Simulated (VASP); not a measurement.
A run of VASP 6.6.1 is set up as follows.

File INCAR:

```
SYSTEM = ZnO
PREC = Accurate
ENCUT = 600
EDIFF = 1E-6
ISMEAR = 0
SIGMA = 0.02
LREAL = .False.
LASPH = .True.
NELM = 60
ALGO = Normal
ISIF = 3
LWAVE = .False.
LCHARG = .False.
GGA = PE
IBRION = 2
NSW = 100
EDIFFG = -0.005
```

The input KPOINTS:

```
Automatic mesh
0
Gamma
  9 9 6
  0 0 0
```

POSCAR

```
ZnO
1.0
    3.2373510235      0.0000000000      0.0000000000
   -1.6186755117      2.8036282273      0.0000000000
    0.0000000000      0.0000000000      5.2220613000
Zn O
2 2
Direct
    0.6666666700      0.3333333300      0.5005917000
    0.3333333300      0.6666666700      0.0005917000
    0.6666666700      0.3333333300      0.8797183000
    0.3333333300      0.6666666700      0.3797183000
```

Potentials or basis: VASP PAW PBE potentials, release 64 (Zn, O).

Run with:

```bash
$ cat potpaw_PBE.64/Zn/POTCAR potpaw_PBE.64/O/POTCAR > POTCAR
$ mpirun -np 1 vasp_std > vasp.out
```

**Question.** Predict the band gap on the k mesh.

**Answer.** 0.72 eV.

**Question.** Predict the relaxed cell.

**Answer.** a = 3.286 Å, b = 3.286 Å, c = 5.302 Å, α = 90.00°, β = 90.00°, γ = 120.00°.

**Question.** Predict the space group after relaxing (to 0.1 Å).

**Answer.** P6_3mc (No. 186).

**Question.** What does it give for the relaxed volume?

**Answer.** 12.40 Å³/atom.

The path:
```csv
step,energy change (eV),largest force (eV/Å),pressure (GPa),volume (Å³)
1,0.0000,0.0020,6.49,47.40
2,-0.0316,0.0006,-2.88,50.77
3,-0.0422,0.0010,-0.02,49.58
```

Caveat: semilocal functionals underestimate gaps, and a narrow one can read as zero.
